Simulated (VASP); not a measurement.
Wanted: the native input for a VASP 6.6.1 run.

```
Task                   : single point
Functional             : LDA
Potentials or basis    : VASP PAW LDA potentials, release 64 (Hf_pv)
Cutoff                 : 500 eV
k mesh                 : 15 × 15 × 8
Occupations            : gaussian, width 0.1 eV
Spin                   : no spin polarisation
Dipole correction      : no
Further INCAR settings : ALGO = Normal; EDIFF = 1e-06; NBANDS = 17
```

The structure of Hf lies in POSCAR:

```
Hf
1.0
    3.1209296481      0.0000000000      0.0000000000
   -1.5604648240      2.7028043587      0.0000000000
    0.0000000000      0.0000000000      4.9386878427
Hf
2
Direct
    0.3333333333      0.6666666667      0.2500000000
    0.6666666667      0.3333333333      0.7500000000
```

These files were run (other wordings do the same):

INCAR

```
SYSTEM = Hf
PREC = Accurate
ENCUT = 500
EDIFF = 1E-6
ISMEAR = 0
SIGMA = 0.1
LREAL = .False.
LASPH = .True.
NELM = 120
ALGO = Normal
ISIF = 2
LWAVE = .False.
LCHARG = .True.
LELF = .True.
LVHAR = .True.
NBANDS = 17
GGA_COMPAT = .False.
```

KPOINTS

```
Automatic mesh
0
Gamma
  15 15 8
  0 0 0
```

Potentials or basis: VASP PAW LDA potentials, release 64 (Hf_pv).

Command:

```console
$ cat potpaw_LDA.64/Hf_pv/POTCAR > POTCAR
$ mpirun -np 1 vasp_std > vasp.out
```

Results of the run:

```json
{
 "Pressure": "0.1 GPa",
 "Band gap on the k mesh": "zero (band 10 reaches 6.43 eV, above the bottom of band 11 at 4.89 eV)"
}
```

Caveat: spin-orbit coupling is left out, which moves the levels of the heavy elements.

Run time: 78 s on 1 thread of Intel Xeon 8259CL, on a shared host, peak memory 0.19 GiB.
